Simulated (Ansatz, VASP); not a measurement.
## Pb: VASP beside Ansatz

```
CELL_PARAMETERS angstrom
3.61920 0.00000 0.00000
-1.80960 3.13432 0.00000
0.00000 0.00000 5.14280
ATOMIC_POSITIONS crystal
Pb 0.33333 0.66667 0.25000
Pb 0.66667 0.33333 0.75000
```

Change from the starting cell: strain +0.040 along x and y, -0.080 along z, atoms carried along.

Alike in both runs: task single point; functional r2SCAN; k mesh 18 × 18 × 10; occupations gaussian, width 0.15 eV; no spin polarisation.

|  | VASP | Ansatz |
| --- | --- | --- |
| version | VASP 6.6.1 | Ansatz 0.2.0 |
| potentials or method | VASP PAW PBE potentials, release 64 (Pb_d), cutoff 520 eV | scalar-relativistic, plane waves, PAW |
| valence electrons in the cell | 28 | 28 |

|  | VASP | Ansatz | Ansatz less VASP |
| --- | --- | --- | --- |
| gap on the k mesh at the Fermi level (eV) | none | none | - |
| pressure (GPa) | 4.0 | 3.9 | -0.01 |
| traceless stress, the component that is largest in VASP (GPa) | 3.33 | 3.32 | -0.013 |

VASP's potentials were made for PBE, not for r2SCAN. A gap of «none» marks a metal or a gap that the smearing closes.

Neither program's run includes spin-orbit coupling.
